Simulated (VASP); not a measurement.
# Al2Cu (Fm-3m) in VASP: further runs, part 2 of 2

VASP 6.6.1.

**5. Single point, PBE (16.46 Å³/atom)**

This run uses another cell than the first one, of 16.46 Å³/atom.

File INCAR:

```
SYSTEM = Al2Cu
  PREC = Accurate
  ENCUT = 520
  EDIFF = 1E-6
  ISMEAR = -1
  SIGMA = 0.15
  LREAL = .FALSE.
  LASPH = .TRUE.
  NELM = 80
  ALGO = Normal
  ISIF = 2
  LWAVE = .FALSE.
  LCHARG = .FALSE.
  GGA = PE
  NBANDS = 16
```

File KPOINTS:

```
Automatic mesh
0
G
  14 14 14
  0 0 0
```

File POSCAR:

```
Al2Cu
1.0
   -2.0588234897      2.0588234897      2.9116186518
    2.0588234897     -2.0588234897      2.9116186518
    2.0588234897      2.0588234897     -2.9116186518
Al Cu
2 1
Direct
    0.7500000000      0.2500000000      0.5000000000
    0.2500000000      0.7500000000      0.5000000000
    0.5000000000      0.5000000000      0.0000000000
```

Potentials or basis: VASP PAW PBE potentials, release 64 (Al, Cu).

Run with:

```console
$ cat potpaw_PBE.64/Al/POTCAR potpaw_PBE.64/Cu/POTCAR > POTCAR
$ mpirun -np 1 vasp_std > vasp.out
```

OUTCAR:

```text
SYSTEM = Al2Cu
   PREC = Accurate
   ENCUT = 520
   EDIFF = 1E-6
   ISMEAR = -1
   LREAL = .FALSE.
   LASPH = .TRUE.
   NELM = 80
   ISIF = 2
   GGA = PE

 ion  position               nearest neighbor table
   1  0.750  0.250  0.500-   3 2.52   3 2.52   3 2.52   3 2.52   2 2.91   2 2.91   2 2.91   2 2.91
                             2 2.91   2 2.91
   2  0.250  0.750  0.500-   3 2.52   3 2.52   3 2.52   3 2.52   1 2.91   1 2.91   1 2.91   1 2.91
                             1 2.91   1 2.91
   3  0.500  0.500  0.000-   2 2.52   1 2.52   1 2.52   2 2.52   1 2.52   2 2.52   2 2.52   1 2.52

  LATTYP: Found a face centered cubic cell.
 ALAT       =     5.8232347535

  Lattice vectors:

 A1 = (   2.0588234897,  -2.0588234897,  -2.9116186518)
 A2 = (   2.0588234897,   2.0588234897,  -2.9116186518)
 A3 = (   4.1176469794,   0.0000000000,   0.0000000000)

Analysis of symmetry for initial positions (statically):
=====================================================================
 Subroutine PRICEL returns:
 Original cell was already a primitive cell.

 Routine SETGRP: Setting up the symmetry group for a
 face centered cubic supercell.

 Subroutine GETGRP returns: Found 48 space group operations
 (whereof 48 operations were pure point group operations)
 out of a pool of 48 trial point group operations.

The static configuration has the point symmetry O_h .

Analysis of symmetry for dynamics (positions and initial velocities):
=====================================================================
 Subroutine PRICEL returns:
 Original cell was already a primitive cell.

 Routine SETGRP: Setting up the symmetry group for a
 face centered cubic supercell.

 Subroutine GETGRP returns: Found 48 space group operations
 (whereof 48 operations were pure point group operations)
 out of a pool of 48 trial point group operations.

The dynamic configuration has the point symmetry O_h .

 Subroutine INISYM returns: Found 48 space group operations
 (whereof 48 operations are pure point group operations),
 and found     1 'primitive' translations

----------------------------------------------------------------------------------------

                                     Primitive cell

  volume of cell :      49.3665

  direct lattice vectors                    reciprocal lattice vectors
    -2.058823490  2.058823490  2.911618652     0.000000000  0.242857148  0.171725785
     2.058823490 -2.058823490  2.911618652     0.242857148  0.000000000  0.171725785
     2.058823490  2.058823490 -2.911618652     0.242857148  0.242857148  0.000000000

  length of vectors
     4.117648783  4.117648783  4.117648783     0.297437959  0.297437959  0.343451872

  position of ions in fractional coordinates (direct lattice)
     0.750000000  0.250000000  0.500000000
     0.250000000  0.750000000  0.500000000
     0.500000000  0.500000000  0.000000000

  ion indices of the primitive-cell ions
   primitive index   ion index
                 1           1
                 2           2
                 3           3

----------------------------------------------------------------------------------------

 KPOINTS: Automatic mesh

Automatic generation of k-mesh.
 Grid dimensions read from file:
 generate k-points for:   14   14   14

 Generating k-lattice:

  Cartesian coordinates                     Fractional coordinates (reciprocal lattice)
     0.000000000  0.017346939  0.012266128     0.071428571  0.000000000  0.000000000
     0.017346939  0.000000000  0.012266128     0.000000000  0.071428571  0.000000000
     0.017346939  0.017346939  0.000000000     0.000000000  0.000000000  0.071428571

  Length of vectors
     0.021245569  0.021245569  0.024532277

  Shift w.r.t. Gamma in fractional coordinates (k-lattice)
     0.000000000  0.000000000  0.000000000

 Subroutine IBZKPT returns following result:
 ===========================================

 Found    104 irreducible k-points:

 Following reciprocal coordinates:
            Coordinates               Weight
  0.000000  0.000000  0.000000      1.000000
  0.071429  0.000000  0.000000      8.000000
  0.142857  0.000000 -0.000000      8.000000
  0.214286  0.000000 -0.000000      8.000000
  0.285714  0.000000 -0.000000      8.000000
  0.357143  0.000000 -0.000000      8.000000
[... 16 lines left out ...]
  0.214286  0.142857 -0.000000     24.000000
  0.285714  0.142857 -0.000000     24.000000
 [... further k-points ...]
   k-points           NKPTS =    104   k-points in BZ     NKDIM =    104   number of bands    NBANDS=     16
   number of dos      NEDOS =    301   number of ions     NIONS =      3
   total plane-waves  NPLWV =  32768
   dimension x,y,z NGX =    32 NGY =   32 NGZ =   32
   dimension x,y,z NGXF=    64 NGYF=   64 NGZF=   64
   ions per type =               2   1
   NGX,Y,Z   is equivalent  to a cutoff of  12.92, 12.92, 12.92 a.u.
   NGXF,Y,Z  is equivalent  to a cutoff of  25.84, 25.84, 25.84 a.u.
 SYSTEM =  Al2Cu
   PREC   = accura    normal or accurate (medium, high low for compatibility)
   ISTART =      0    job   : 0-new  1-cont  2-samecut
   ICHARG =      2    charge: 1-file 2-atom 10-const
   ISPIN  =      1    spin polarized calculation?
   LNONCOLLINEAR =      F non collinear calculations
   LSORBIT =      F    spin-orbit coupling
   LASPH  =      T    aspherical Exc in radial PAW
   ENCUT  =  520.0 eV  38.22 Ry    6.18 a.u.   7.66  7.66  7.66*2*pi/ulx,y,z
   NELM   =     80;   NELMIN=  2; NELMDL= -5     # of ELM steps
   EDIFF  = 0.1E-05   stopping-criterion for ELM
   LREAL  =      F    real-space projection
[... 7 lines left out ...]
   TEBEG  =    0.0;   TEEND  =   0.0 temperature during run
   PSTRESS=    0.0 pullay stress
   NELECT =      17.0000    total number of electrons
   NUPDOWN=      -1.0000    fix difference up-down
   EMIN   =  10.00;   EMAX   =-10.00  energy-range for DOS
   EFERMI =   0.00;   METHOD = LEGACY
   ISMEAR =    -1;   SIGMA  =   0.15  broadening in eV -4-tet -1-fermi 0-gaus
   EFERMI_NEDOS =   21; number of points for ismear=-14 and -15
   IALGO  =     38    algorithm
   IMIX   =      4    mixing-type and parameters
     AMIX     =   0.40;   BMIX     =  1.00
     AMIX_MAG =   1.60;   BMIX_MAG =  1.00
  volume/ion in A,a.u.               =      16.46       111.05
  Fermi-wavevector in a.u.,A,eV,Ry     =   1.147485  2.168432 17.915078  1.316721
  Thomas-Fermi vector in A             =   2.284164
   LORBIT       =      0    0 simple, 1 ext, 2 COOP (PROOUT), +10 PAW based schemes
   GGA     = PE    functional components
   LHFCALC =     F    Hartree Fock is set to
   AEXX    =    0.0000 exact exchange contribution
   IVDW    =     0    specifies the selected vdW correction
   LEPSILON=     F    determine dielectric tensor
   LRPA    =     F    only Hartree local field effects (RPA)
 non-spin polarized calculation
  energy-cutoff  :      520.00
  volume of cell :       49.37
 maximum number of plane-waves:      1363
   NGX = 15   NGY = 15   NGZ = 15

 number of electron      16.9999996 magnetization

 Free energy of the ion-electron system (eV)
  ---------------------------------------------------
  ext. energy  EPLUGINS =         0.00000000
  ---------------------------------------------------
  free energy    TOTEN  =       -11.77530652 eV

  energy without entropy =      -11.71004384  energy(sigma->0) =      -11.74267518

 E-fermi :   6.7015     XC(G=0): -10.3202

 val. band max:        6.6971697416   @ k =  -0.2857   0.1429   0.0000
 cond. band min:       6.7059250516   @ k =   0.1429   0.0000  -0.0000
 fundamental gap:      0.0087553100
 Fermi energy:         6.7015273977

 k-point     1 :       0.0000    0.0000    0.0000
  band No.  band energies     occupation
      1      -3.2970      2.00000
      2       2.2768      2.00000
      3       2.2768      2.00000
      4       2.2768      2.00000
      5       2.8145      2.00000
      6       2.8145      2.00000
[... 8 lines left out ...]
     15      13.4858      0.00000
     16      13.4858      0.00000
[... 419 lines left out ...]
 k-point    24 :       0.2857    0.1429   -0.0000
  band No.  band energies     occupation
      1      -1.6501      2.00000
      2       1.6399      2.00000
      3       2.3539      2.00000
      4       2.4664      2.00000
      5       2.7599      2.00000
      6       2.8729      2.00000
[... 8 lines left out ...]
     15      13.6791      0.00000
     16      17.1207      0.00000

 [... further k-points ...]

------------------------ aborting loop because EDIFF is reached ----------------------------------------

  FORCE on cell =-STRESS in cart. coord.  units (eV):
  Direction    XX          YY          ZZ          XY          YZ          ZX
  --------------------------------------------------------------------------------------
  -------------------------------------------------------------------------------------
  Total       -0.5283911     -0.5283911     -0.5283920     -0.0000000     -0.0000000      0.0000000
  in kB      -17.1487849    -17.1487849    -17.1488150     -0.0000000     -0.0000000      0.0000000
  external PRESSURE =     -17.1487949 kB  Pullay stress =       0.0000000 kB

 VOLUME and BASIS-vectors are now :
 -----------------------------------------------------------------------------
  energy-cutoff  :      520.00
  volume of cell :       49.37
      direct lattice vectors                 reciprocal lattice vectors
    -2.058823490  2.058823490  2.911618652     0.000000000  0.242857148  0.171725785
     2.058823490 -2.058823490  2.911618652     0.242857148  0.000000000  0.171725785
     2.058823490  2.058823490 -2.911618652     0.242857148  0.242857148  0.000000000

 POSITION                                       TOTAL-FORCE (eV/Angst)
 -----------------------------------------------------------------------------------
      0.00000      2.05882      1.45581        -0.000000      0.000000     -0.000000
      2.05882      0.00000      1.45581         0.000000     -0.000000      0.000000
      0.00000      0.00000      2.91162         0.000000      0.000000     -0.000000
 -----------------------------------------------------------------------------------
    total drift:                               -0.000000      0.000000     -0.000000

  FREE ENERGIE OF THE ION-ELECTRON SYSTEM (eV)
  ---------------------------------------------------
  free  energy   TOTEN  =       -11.7753065165 eV

  energy  without entropy=      -11.7100438352  energy(sigma->0) =      -11.74267518
```

It took 54 s on 1 thread of Intel Xeon Platinum 8259CL at 2.50GHz (Skylake/Cascade Lake), shared host; peak memory 0.23 GiB.

Results:

| Quantity | Value |
| --- | --- |
| Free energy | -11.7753 eV |
| Pressure | -1.7 GPa |
| Band gap on the k mesh | zero (an odd number of electrons rules out a gap without spin polarisation) |

Levels at points of the mesh, in eV from the Fermi level:
| k point | band 5 | band 6 | band 7 | band 8 | band 9 | band 10 | band 11 | band 12 | band 13 | band 14 |
| --- | --- | --- | --- | --- | --- | --- | --- | --- | --- | --- |
| (0.00, 0.00, 0.00) | -3.89 | -3.89 | 2.78 | 2.78 | 2.78 | 2.91 | 2.91 | 2.91 | 3.82 | 6.78 |
| (0.50, 0.00, 0.00) | -3.85 | -3.83 | -3.83 | 0.61 | 0.61 | 2.84 | 2.84 | 3.53 | 4.25 | 9.57 |
| (0.50, 0.50, 0.00) | -3.95 | -3.74 | -3.63 | -1.92 | -1.92 | 0.17 | 1.56 | 8.89 | 10.23 | 10.23 |

**6. Overview**

```csv
cell,gap on the mesh (eV),pressure (GPa)
"a = 4.027 Å, angles 120.0, 120.0, 90.0°, 3 atoms",none,5.1
"a = 4.063 Å, angles 120.0, 120.0, 90.0°, 3 atoms",none,2.1
"a = 4.091 Å, angles 120.0, 120.0, 90.0°, 3 atoms",none,0.1
"a = 4.118 Å, angles 120.0, 120.0, 90.0°, 3 atoms",none,-1.7
```

Alike in all rows: task single point; level PBE; potentials or basis VASP PAW PBE potentials, release 64 (Al, Cu); no spin polarisation; k mesh 14 × 14 × 14; cutoff (eV) 520; smearing fermi-dirac 0.15 eV.

Caveats: the cell stands under pressure (at least some runs).

Total energies depend on the potentials used, so only differences within one code and one set of settings carry meaning.

The gap in the log of VASP goes by the Fermi energy; the results here count the filled bands.